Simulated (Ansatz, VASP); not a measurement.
**One calculation of LiCl, two programs**

INCAR

```
SYSTEM = LiCl
PREC     = Accurate       ! precision mode
ENCUT    = 600            ! plane-wave cutoff, eV
EDIFF    = 1E-7           ! SCF threshold, eV
ISMEAR   = 0              ! smearing method
SIGMA    = 0.1            ! smearing width, eV
LREAL    = .FALSE.        ! projectors in reciprocal space
LASPH    = .TRUE.         ! aspherical terms in the spheres
NELM     = 60             ! most SCF steps
ALGO     = Normal         ! electronic algorithm
ISIF     = 3              ! what is computed and relaxed
LWAVE    = .FALSE.        ! write WAVECAR
LCHARG   = .FALSE.        ! write CHGCAR
GGA      = PE             ! functional
IBRION   = 2              ! ionic algorithm
NSW      = 90             ! ionic steps
EDIFFG   = -0.04          ! ionic threshold
```

File KPOINTS:

```
regular mesh
0
G
  6 6 6
  0 0 0
```

Contents of POSCAR:

```
LiCl
1.0
    0.0000000000      2.4796039400      2.4796039400
    2.4796039400      0.0000000000      2.4796039400
    2.4796039400      2.4796039400      0.0000000000
Li Cl
1 1
Direct
    0.0000000000      0.0000000000      0.0000000000
    0.7500000000      0.7500000000      0.7500000000
```

Input for Ansatz:

```yaml
crystal:
  lattice:
    - [0.0, 2.47960394, 2.47960394]
    - [2.47960394, 0.0, 2.47960394]
    - [2.47960394, 2.47960394, 0.0]
  atoms:
    - { symbol: Li, position: [0.0, 0.0, 0.0] }
    - { symbol: Cl, position: [0.75, 0.75, 0.75] }
basis:
  ecutwfc: 420
kpoints:
  mp_grid: { grid: [6, 6, 6] }
hamiltonian:
  xc: pbe
scf:
  occupations: { method: gaussian, width: 0.1 }
  lower_state_search: "off"
output:
  forces: true
  stress: true
  eigenvalues: true
relax:
  adjacent_minimum: "off"
  f_tol: 0.04
  max_steps: 70
  cell: { stress_tol: 0.4 }
```

Alike in both runs: task relaxation of cell and atoms; functional PBE; k mesh 6 × 6 × 6; occupations gaussian, width 0.1 eV; no spin polarisation.

```csv
,VASP,Ansatz
version,VASP 6.6.1,Ansatz 0.2.0
potentials or method,"VASP PAW PBE potentials, release 64 (Li_sv, Cl), cutoff 600 eV","scalar-relativistic, plane waves, PAW"
valence electrons in the cell,10,10
```

```csv
,VASP,Ansatz,Ansatz less VASP
"gap on the k mesh at the Fermi level, each at its own relaxed structure (eV)",6.00,5.99,-0.007
relaxed volume (Å³/atom),20.76,20.74,-0.015
relaxed cell length with the largest relative difference (Å),3.887,3.886,-0.0010
```

Noted on VASP's run: the cutoff is short for stress, so the pressure is rough; the volume moved by over 15 % at a fixed basis, so the end points are rough.
